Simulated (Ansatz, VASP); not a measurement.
## One calculation of Al8GaN8, two programs

```
CELL_PARAMETERS angstrom
-3.12859 -5.41887 0.00000
4.69288 -2.70944 0.00000
0.00000 0.00000 5.01696
ATOMIC_POSITIONS crystal
Al 0.49934 0.69227 0.50794
Al 0.49935 0.39564 0.07932
Al 0.24309 0.12764 0.38213
Al 0.24157 0.82317 0.97158
Al 0.99934 0.63752 0.48072
Al 0.99937 0.35048 0.00075
Al 0.75560 0.12753 0.38215
Al 0.75728 0.82316 0.97152
N 0.49942 0.67062 0.88160
N 0.49923 0.35221 0.43140
N 0.26284 0.18500 0.99397
N 0.23902 0.78026 0.33610
N 0.99944 0.66601 0.84812
N 0.99931 0.30862 0.39769
N 0.73590 0.18505 0.99408
N 0.75964 0.78015 0.33603
Ga 0.49943 0.10415 0.71953
```

Alike in both runs: functional PBE; dispersion D3(BJ); k mesh 2 × 3 × 3; occupations fermi-dirac, width 0.1 eV; no spin polarisation.

Ansatz relaxed the structure, and its values are those at the end. VASP's run is a single point on that final structure, the one shown.

```csv
,VASP,Ansatz
version,VASP 6.6.1,Ansatz 0.2.0
potentials or method,"VASP PAW PBE potentials, release 64 (Al, N, Ga_d), cutoff 520 eV","scalar-relativistic, plane waves, PAW"
valence electrons in the cell,77,77
```

Ansatz gave:

```
rms of the force components (eV/Å) : 0.015
```

What did VASP give for the same quantities?

rms of the force components (eV/Å): 0.016.

The k mesh is coarse, so the values compare programs but aren't converged.
